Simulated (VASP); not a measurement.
# HfAlB4 (P6/mmm) in VASP: notebook

HfAlB4 is run at these levels: PBE; tasks: single point.

Program: VASP 6.6.1. These are calculated values, not measurements. Logs are shortened: lines on timing, memory, paths and dates and some standing lists are left out, and cuts for length are marked.

## (1) The cell of the first run

The structure is hexagonal, space group P6/mmm (No. 191). Conventional cell: a = 3.053 Å, b = 3.053 Å, c = 6.918 Å, α = 90.00°, β = 90.00°, γ = 120.00°. Within 3.5 Å of Hf (site symmetry 6/mmm) lie 12 B at 2.54 Å and 6 Hf at 3.05 Å and 2 Al at 3.46 Å. Within 3.2 Å of Al (site symmetry 6/mmm) lie 12 B at 2.40 Å and 6 Al at 3.05 Å. Within 2.3 Å of B (site symmetry 3m) lie 3 B at 1.76 Å.

## (2) Single point, PBE

The input, INCAR:

```
PREC = Accurate
ENCUT = 520
EDIFF = 1E-7
ISMEAR = 0
SIGMA = 0.1
LREAL = False
LASPH = True
NELM = 80
ALGO = Normal
ISIF = 2
LWAVE = False
LCHARG = False
GGA = PE
NBANDS = 22
```

The input, KPOINTS:

```
regular mesh
0
Gamma
  6 6 4
```

The input, POSCAR:

```
HfAlB4
1.0
    3.0525141000      0.0000000000      0.0000000000
   -1.5262570000      2.6435547000      0.0000000000
    0.0000000000      0.0000000000      6.9179598000
Hf Al B
1 1 4
Direct
    0.0000000000      0.0000000000      0.0000000000
    0.0000000000      0.0000000000      0.5000000000
    0.3333333000      0.6666667000      0.2645460000
    0.3333333000      0.6666667000      0.7354540000
    0.6666667000      0.3333333000      0.2645460000
    0.6666667000      0.3333333000      0.7354540000
```

Potentials or basis: VASP PAW PBE potentials, release 64 (Hf_pv, Al, B).

Command:

```console
> cat potpaw_PBE.64/Hf_pv/POTCAR potpaw_PBE.64/Al/POTCAR potpaw_PBE.64/B/POTCAR > POTCAR
> mpirun -np 1 vasp_std > vasp.out
```

OUTCAR:

```text
PREC = Accurate
   ENCUT = 520
   EDIFF = 1E-7
   ISMEAR = 0
   LREAL = False
   LASPH = True
   NELM = 80
   ISIF = 2
   GGA = PE

 ion  position               nearest neighbor table
   1  0.000  0.000  0.000-   3 2.54   4 2.54   5 2.54   6 2.54   3 2.54   4 2.54   5 2.54   6 2.54
                             5 2.54   6 2.54   3 2.54   4 2.54   2 3.46   2 3.46
   2  0.000  0.000  0.500-   3 2.40   4 2.40   5 2.40   6 2.40   3 2.40   4 2.40   5 2.40   6 2.40
                             5 2.40   6 2.40   3 2.40   4 2.40   1 3.46   1 3.46
   3  0.333  0.667  0.265-   5 1.76   5 1.76   5 1.76   2 2.40   2 2.40   2 2.40   1 2.54   1 2.54
                             1 2.54
   4  0.333  0.667  0.735-   6 1.76   6 1.76   6 1.76   2 2.40   2 2.40   2 2.40   1 2.54   1 2.54
                             1 2.54
   5  0.667  0.333  0.265-   3 1.76   3 1.76   3 1.76   2 2.40   2 2.40   2 2.40   1 2.54   1 2.54
                             1 2.54
   6  0.667  0.333  0.735-   4 1.76   4 1.76   4 1.76   2 2.40   2 2.40   2 2.40   1 2.54   1 2.54
                             1 2.54

  LATTYP: Found a hexagonal cell.
 ALAT       =     3.0525141000
 C/A-ratio  =     2.2663154283

  Lattice vectors:

 A1 = (   3.0525141000,   0.0000000000,   0.0000000000)
 A2 = (  -1.5262570000,   2.6435547000,   0.0000000000)
 A3 = (   0.0000000000,   0.0000000000,   6.9179598000)

Analysis of symmetry for initial positions (statically):
=====================================================================
 Subroutine PRICEL returns:
 Original cell was already a primitive cell.

 Routine SETGRP: Setting up the symmetry group for a
 hexagonal supercell.

 Subroutine GETGRP returns: Found 24 space group operations
 (whereof 24 operations were pure point group operations)
 out of a pool of 24 trial point group operations.

The static configuration has the point symmetry D_6h.

Analysis of symmetry for dynamics (positions and initial velocities):
=====================================================================
 Subroutine PRICEL returns:
 Original cell was already a primitive cell.

 Routine SETGRP: Setting up the symmetry group for a
 hexagonal supercell.

 Subroutine GETGRP returns: Found 24 space group operations
 (whereof 24 operations were pure point group operations)
 out of a pool of 24 trial point group operations.

The dynamic configuration has the point symmetry D_6h.

 Subroutine INISYM returns: Found 24 space group operations
 (whereof 24 operations are pure point group operations),
 and found     1 'primitive' translations

----------------------------------------------------------------------------------------

                                     Primitive cell

  volume of cell :      55.8244

  direct lattice vectors                    reciprocal lattice vectors
     3.052514100  0.000000000  0.000000000     0.327598814  0.189139261  0.000000000
    -1.526257000  2.643554700  0.000000000     0.000000000  0.378278535  0.000000000
     0.000000000  0.000000000  6.917959800     0.000000000  0.000000000  0.144551288

  length of vectors
     3.052514100  3.052514026  6.917959800     0.378278526  0.378278535  0.144551288

  position of ions in fractional coordinates (direct lattice)
     0.000000000  0.000000000  0.000000000
     0.000000000  0.000000000  0.500000000
     0.333333300  0.666666700  0.264546000
     0.333333300  0.666666700  0.735454000
     0.666666700  0.333333300  0.264546000
     0.666666700  0.333333300  0.735454000

  ion indices of the primitive-cell ions
   primitive index   ion index
                 1           1
                 2           2
                 3           3
                 4           4
                 5           5
                 6           6

----------------------------------------------------------------------------------------

 KPOINTS: regular mesh

Automatic generation of k-mesh.
 Grid dimensions read from file:
 generate k-points for:    6    6    4

 Generating k-lattice:

  Cartesian coordinates                     Fractional coordinates (reciprocal lattice)
     0.054599802  0.031523210  0.000000000     0.166666667  0.000000000  0.000000000
     0.000000000  0.063046423  0.000000000     0.000000000  0.166666667  0.000000000
     0.000000000  0.000000000  0.036137822     0.000000000  0.000000000  0.250000000

  Length of vectors
     0.063046421  0.063046423  0.036137822

  Shift w.r.t. Gamma in fractional coordinates (k-lattice)
     0.000000000  0.000000000  0.000000000

 Subroutine IBZKPT returns following result:
 ===========================================

 Found     21 irreducible k-points:

 Following reciprocal coordinates:
            Coordinates               Weight
  0.000000  0.000000  0.000000      1.000000
  0.166667 -0.000000  0.000000      6.000000
  0.333333 -0.000000  0.000000      6.000000
  0.500000  0.000000  0.000000      3.000000
  0.166667  0.166667  0.000000      6.000000
  0.333333  0.166667  0.000000     12.000000
[... 13 lines left out ...]
  0.333333  0.166667  0.500000     12.000000
  0.333333  0.333333  0.500000      2.000000
   k-points           NKPTS =     21   k-points in BZ     NKDIM =     21   number of bands    NBANDS=     22
   number of dos      NEDOS =    301   number of ions     NIONS =      6
   total plane-waves  NPLWV =  31104
   dimension x,y,z NGX =    24 NGY =   24 NGZ =   54
   dimension x,y,z NGXF=    48 NGYF=   48 NGZF=  108
   ions per type =               1   1   4
   NGX,Y,Z   is equivalent  to a cutoff of  13.07, 13.07, 12.98 a.u.
   NGXF,Y,Z  is equivalent  to a cutoff of  26.14, 26.14, 25.95 a.u.
 SYSTEM =  unknown system
   PREC   = accura    normal or accurate (medium, high low for compatibility)
   ISTART =      0    job   : 0-new  1-cont  2-samecut
   ICHARG =      2    charge: 1-file 2-atom 10-const
   ISPIN  =      1    spin polarized calculation?
   LNONCOLLINEAR =      F non collinear calculations
   LSORBIT =      F    spin-orbit coupling
   LASPH  =      T    aspherical Exc in radial PAW
   ENCUT  =  520.0 eV  38.22 Ry    6.18 a.u.   5.68  5.68 12.86*2*pi/ulx,y,z
   NELM   =     80;   NELMIN=  2; NELMDL= -5     # of ELM steps
   EDIFF  = 0.1E-06   stopping-criterion for ELM
   LREAL  =      F    real-space projection
   EDIFFG = 0.1E-05   stopping-criterion for IOM
   NSW    =      0    number of steps for IOM
   IBRION =     -1    ionic relax: 0-MD 1-quasi-New 2-CG
   NFREE  =      0    steps in history (QN), initial steepest desc. (CG)
   ISIF   =      2    stress and relaxation
   ISYM   =      2    0-nonsym 1-usesym 2-fastsym
   POTIM  = 0.5000    time-step for ionic-motion
   TEBEG  =    0.0;   TEEND  =   0.0 temperature during run
   PSTRESS=    0.0 pullay stress
   NELECT =      25.0000    total number of electrons
   NUPDOWN=      -1.0000    fix difference up-down
   EMIN   =  10.00;   EMAX   =-10.00  energy-range for DOS
   EFERMI =   0.00;   METHOD = LEGACY
   ISMEAR =     0;   SIGMA  =   0.10  broadening in eV -4-tet -1-fermi 0-gaus
   EFERMI_NEDOS =   21; number of points for ismear=-14 and -15
   IALGO  =     38    algorithm
   IMIX   =      4    mixing-type and parameters
     AMIX     =   0.40;   BMIX     =  1.00
     AMIX_MAG =   1.60;   BMIX_MAG =  1.00
  volume/ion in A,a.u.               =       9.30        62.79
  Fermi-wavevector in a.u.,A,eV,Ry     =   1.252507  2.366895 21.344463  1.568774
  Thomas-Fermi vector in A             =   2.386404
   LORBIT       =      0    0 simple, 1 ext, 2 COOP (PROOUT), +10 PAW based schemes
   GGA     = PE    functional components
   LHFCALC =     F    Hartree Fock is set to
   AEXX    =    0.0000 exact exchange contribution
   IVDW    =     0    specifies the selected vdW correction
   LEPSILON=     F    determine dielectric tensor
   LRPA    =     F    only Hartree local field effects (RPA)
 non-spin polarized calculation
 Gauss-broadening in eV      SIGMA  =   0.10
  energy-cutoff  :      520.00
  volume of cell :       55.82
 maximum number of plane-waves:      1526
 NGX is ok and might be reduce to    24
   NGX = 11   NGY = 11   NGZ = 25

 number of electron      25.0000003 magnetization

 Free energy of the ion-electron system (eV)
  ---------------------------------------------------
  ext. energy  EPLUGINS =         0.00000000
  ---------------------------------------------------
  free energy    TOTEN  =       -43.18374055 eV

  energy without entropy =      -43.17464904  energy(sigma->0) =      -43.17919480

 E-fermi :   8.3479     XC(G=0): -12.1722

 val. band max:        8.3454183869   @ k =   0.3333  -0.0000   0.5000
 cond. band min:       8.3483843097   @ k =   0.3333  -0.0000   0.0000
 fundamental gap:      0.0029659228
 Fermi energy:         8.3478797438

 k-point     1 :       0.0000    0.0000    0.0000
  band No.  band energies     occupation
      1     -22.2373      2.00000
      2     -21.4807      2.00000
      3     -21.4807      2.00000
      4      -6.1818      2.00000
      5      -3.9707      2.00000
      6      -0.9374      2.00000
[... 14 lines left out ...]
     21      15.0493      0.00000
     22      16.9928      0.00000

 k-point     2 :       0.1667   -0.0000    0.0000
  band No.  band energies     occupation
      1     -22.1902      2.00000
      2     -21.7296      2.00000
      3     -21.5356      2.00000
      4      -5.6490      2.00000
      5      -3.6080      2.00000
      6      -0.2071      2.00000
[... 14 lines left out ...]
     21      15.0004      0.00000
     22      16.6019      0.00000

 k-point     3 :       0.3333   -0.0000    0.0000
  band No.  band energies     occupation
      1     -22.1981      2.00000
      2     -22.0946      2.00000
      3     -21.6436      2.00000
      4      -4.1172      2.00000
      5      -2.5408      2.00000
      6       1.1924      2.00000
[... 14 lines left out ...]
     21      16.2497      0.00000
     22      16.5133      0.00000

 k-point     4 :       0.5000    0.0000    0.0000
  band No.  band energies     occupation
      1     -22.4195      2.00000
      2     -22.0461      2.00000
      3     -21.6966      2.00000
      4      -1.7139      2.00000
      5      -1.7124      2.00000
      6      -1.2567      2.00000
[... 14 lines left out ...]
     21      15.2332      0.00000
     22      17.1286      0.00000

 k-point     5 :       0.1667    0.1667    0.0000
  band No.  band energies     occupation
      1     -22.1187      2.00000
      2     -22.0391      2.00000
      3     -21.6656      2.00000
      4      -4.6167      2.00000
      5      -2.8893      2.00000
      6       1.0919      2.00000
[... 14 lines left out ...]
     21      14.6820      0.00000
     22      16.1214      0.00000

 k-point     6 :       0.3333    0.1667    0.0000
  band No.  band energies     occupation
      1     -22.3033      2.00000
      2     -22.0463      2.00000
      3     -21.8259      2.00000
      4      -2.6455      2.00000
      5      -1.5125      2.00000
      6       0.0989      2.00000
[... 14 lines left out ...]
     21      16.3018      0.00000
     22      16.6496      0.00000

 k-point     7 :       0.3333    0.3333    0.0000
  band No.  band energies     occupation
      1     -22.1394      2.00000
      2     -22.1394      2.00000
      3     -22.0221      2.00000
      4      -0.4815      2.00000
      5      -0.4815      2.00000
      6      -0.0108      2.00000
[... 249 lines left out ...]
      6       1.2517      2.00000
[... 14 lines left out ...]
     21      16.6134      0.00000
     22      16.6446      0.00000

 k-point    18 :       0.5000    0.0000    0.5000
  band No.  band energies     occupation
      1     -22.4195      2.00000
      2     -22.0462      2.00000
      3     -21.6966      2.00000
      4      -2.1182      2.00000
      5      -1.1034      2.00000
      6      -0.8878      2.00000
[... 14 lines left out ...]
     21      16.3234      0.00000
     22      17.1445      0.00000

 k-point    19 :       0.1667    0.1667    0.5000
  band No.  band energies     occupation
      1     -22.1189      2.00000
      2     -22.0391      2.00000
      3     -21.6656      2.00000
      4      -4.3148      2.00000
      5      -3.4441      2.00000
      6       1.9542      2.00000
[... 14 lines left out ...]
     21      15.7221      0.00000
     22      16.3430      0.00000

 k-point    20 :       0.3333    0.1667    0.5000
  band No.  band energies     occupation
      1     -22.3033      2.00000
      2     -22.0464      2.00000
      3     -21.8259      2.00000
      4      -2.5846      2.00000
      5      -1.5720      2.00000
      6       0.1189      2.00000
[... 14 lines left out ...]
     21      15.6003      0.00000
     22      16.9880      0.00000

 k-point    21 :       0.3333    0.3333    0.5000
  band No.  band energies     occupation
      1     -22.1394      2.00000
      2     -22.1394      2.00000
      3     -22.0222      2.00000
      4      -0.8018      2.00000
      5      -0.8018      2.00000
      6       0.4905      2.00000
[... 14 lines left out ...]
     21      17.8710      0.00000
     22      17.8710      0.00000

------------------------ aborting loop because EDIFF is reached ----------------------------------------

  FORCE on cell =-STRESS in cart. coord.  units (eV):
  Direction    XX          YY          ZZ          XY          YZ          ZX
  --------------------------------------------------------------------------------------
  -------------------------------------------------------------------------------------
  Total       -0.0713574     -0.0713573     -0.2511623     -0.0000000     -0.0000000      0.0000000
  in kB       -2.0479780     -2.0479779     -7.2084345     -0.0000000     -0.0000000      0.0000000
  external PRESSURE =      -3.7681301 kB  Pullay stress =       0.0000000 kB

 VOLUME and BASIS-vectors are now :
 -----------------------------------------------------------------------------
  energy-cutoff  :      520.00
  volume of cell :       55.82
      direct lattice vectors                 reciprocal lattice vectors
     3.052514100  0.000000000  0.000000000     0.327598814  0.189139261  0.000000000
    -1.526257000  2.643554700  0.000000000     0.000000000  0.378278535  0.000000000
     0.000000000  0.000000000  6.917959800     0.000000000  0.000000000  0.144551288

 POSITION                                       TOTAL-FORCE (eV/Angst)
 -----------------------------------------------------------------------------------
      0.00000      0.00000      0.00000         0.000000      0.000000      0.000000
      0.00000      0.00000      3.45898         0.000000      0.000000      0.000000
     -0.00000      1.76237      1.83012         0.000000     -0.000000     -0.012993
     -0.00000      1.76237      5.08784         0.000000     -0.000000      0.012993
      1.52626      0.88118      1.83012        -0.000000      0.000000     -0.012993
      1.52626      0.88118      5.08784        -0.000000      0.000000      0.012993
 -----------------------------------------------------------------------------------
    total drift:                               -0.000000     -0.000000      0.000000

  FREE ENERGIE OF THE ION-ELECTRON SYSTEM (eV)
  ---------------------------------------------------
  free  energy   TOTEN  =       -43.1837405490 eV

  energy  without entropy=      -43.1746490427  energy(sigma->0) =      -43.17919480
```

It took 46 s on 1 thread of Oxide Virtual Turin-like, shared host; peak memory 0.16 GiB.

What came out:

* Free energy: -43.1837 eV
* Pressure: -0.4 GPa
* Largest force: 0.013 eV/Å
* Band gap on the k mesh: zero (an odd number of electrons rules out a gap without spin polarisation)

Forces in eV/Å, atoms in the order of the input:
```
Hf   0.000  0.000  0.000
Al   0.000  0.000  0.000
B    0.000  0.000 -0.013
B    0.000  0.000  0.013
B    0.000  0.000 -0.013
B    0.000  0.000  0.013
```

Stress tensor (GPa, compression positive):
```
-0.20  0.00  0.00
 0.00 -0.20  0.00
 0.00  0.00 -0.72
```

Caveat: the k points lie up to 0.40 Å⁻¹ apart, too coarse for converged energies and pressures of a metal; spin-orbit coupling is left out, which moves the levels of the heavy elements.

## (3) Single point, PBE

The input, INCAR:

```
  PREC = Accurate
  ENCUT = 520
  EDIFF = 1E-6
  ISMEAR = 0
  SIGMA = 0.1
  LREAL = F
  LASPH = T
  NELM = 100
  ALGO = Fast
  ISIF = 2
  LWAVE = F
  LCHARG = F
  GGA = PE
  NBANDS = 22
```

The input, KPOINTS:

```
regular mesh
0
Gamma
  12 12 6
```

The input, POSCAR:

```
HfAlB4
1.0
    3.0517753580     -0.0000000289      0.0000000000
   -1.5258876540      2.6429150011      0.0000000000
    0.0000000000      0.0000000000      6.9230554941
Hf Al B
1 1 4
Direct
    0.0000000000      0.0000000000      0.0000000000
    0.0000000000      0.0000000000      0.5000000000
    0.3333333333      0.6666666667      0.2646293148
    0.3333333333      0.6666666667      0.7353706852
    0.6666666667      0.3333333333      0.2646293148
    0.6666666667      0.3333333333      0.7353706852
```

Potentials or basis: VASP PAW PBE potentials, release 64 (Hf_pv, Al, B).

Command:

```console
> cat potpaw_PBE.64/Hf_pv/POTCAR potpaw_PBE.64/Al/POTCAR potpaw_PBE.64/B/POTCAR > POTCAR
> mpirun -np 1 vasp_std > vasp.out
```

Wall time 100 s (1 thread of Oxide Virtual Turin-like, shared host); peak memory 0.2 GiB.

It converged, with:

```
Free energy            : -43.1903 eV
Pressure               : -0.3 GPa
Largest force          : 0.013 eV/Å
Band gap on the k mesh : zero (an odd number of electrons rules out a gap without spin polarisation)
```

Forces on the atoms (eV/Å):
```
Hf   0.000  0.000  0.000
Al   0.000  0.000  0.000
B    0.000  0.000 -0.013
B    0.000  0.000  0.013
B    0.000  0.000 -0.013
B    0.000  0.000  0.013
```

Stress tensor (GPa, compression positive):
```
-0.30  0.00  0.00
 0.00 -0.30  0.00
 0.00  0.00 -0.39
```

Levels at points of the mesh, in eV from the Fermi level:
```
           k point  band 10  band 11  band 12  band 13  band 14  band 15
(0.00, 0.00, 0.00)    -1.72    -0.55    -0.55     2.22     2.22     2.70
(0.50, 0.00, 0.00)    -3.93    -3.66    -2.70    -0.75     1.68     3.15
(0.00, 0.00, 0.50)    -0.91    -0.91    -0.45     2.06     2.06     3.01
(0.50, 0.00, 0.50)    -3.52    -3.22    -1.64    -1.57     2.02     2.41
```

Caveat: spin-orbit coupling is left out, which moves the levels of the heavy elements.

The gap in the log of VASP goes by the Fermi energy; the results here count the filled bands.